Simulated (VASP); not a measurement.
Input of a VASP 6.6.1 run:

The input POSCAR:

```
Co
1.0
    2.4883712406      0.0000000000      0.0000000000
   -1.2441856203      2.1549927084      0.0000000000
    0.0000000000      0.0000000000      4.0477749493
Co
2
Direct
    0.6666666667      0.3333333333      0.7500000000
    0.3333333333      0.6666666667      0.2500000000
```

The input INCAR.step1:

```
ALGO     = Normal         # electronic algorithm
EDIFF    = 1E-5           # SCF threshold, eV
ENCUT    = 520            # plane-wave cutoff, eV
GGA      = PE             # functional
ISIF     = 2              # what is computed and relaxed
ISMEAR   = -1             # smearing method
ISPIN    = 2              # spin polarisation
LASPH    = T              # aspherical terms in the spheres
LCHARG   = F              # write CHGCAR
LMAXMIX  = 4              # l up to which the mixer works
LORBIT   = 11             # projections on sites
LREAL    = F              # projectors in reciprocal space
LWAVE    = T              # write WAVECAR
MAGMOM   = 2 2            # initial moments
NBANDS   = 20             # bands
NELM     = 150            # most SCF steps
PREC     = Accurate       # precision mode
SIGMA    = 0.05           # smearing width, eV
```

File INCAR.step2:

```
AEXX     = 0.25           # exact-exchange fraction
ALGO     = Normal         # electronic algorithm
EDIFF    = 1E-7           # SCF threshold, eV
ENCUT    = 520            # plane-wave cutoff, eV
GGA      = PE             # functional
ISIF     = 2              # what is computed and relaxed
ISMEAR   = -1             # smearing method
ISPIN    = 2              # spin polarisation
ISTART   = 1            
LASPH    = T              # aspherical terms in the spheres
LCHARG   = F              # write CHGCAR
LHFCALC  = T              # exact exchange
LMAXMIX  = 4              # l up to which the mixer works
LORBIT   = 11             # projections on sites
LREAL    = F              # projectors in reciprocal space
LWAVE    = F              # write WAVECAR
MAGMOM   = 2 2            # initial moments
NBANDS   = 20             # bands
NELM     = 150            # most SCF steps
PREC     = Accurate       # precision mode
PRECFOCK = Normal       
SIGMA    = 0.05           # smearing width, eV
```

File KPOINTS:

```
k-points
0
Gamma
  6 6 4
```

Potentials or basis: VASP PAW PBE potentials, release 64 (Co).

Command:

```bash
$ cat potpaw_PBE.64/Co/POTCAR > POTCAR
$ cp INCAR.step1 INCAR
$ mpirun -np 1 vasp_std > vasp.out
$ cp INCAR.step2 INCAR
$ mpirun -np 1 vasp_std > vasp.out
```

Question: Estimate the net moment.

Answer: 3.54 μB per cell.

Question: Estimate the pressure.

Answer: -4.5 GPa.

Stress tensor (GPa, compression positive):
```
-8.82  0.00  0.00
 0.00 -8.82  0.00
 0.00  0.00  3.99
```

Caveat: the k points lie up to 0.49 Å⁻¹ apart; the PAW data sets were made with another functional, which shifts forces and pressure a little.
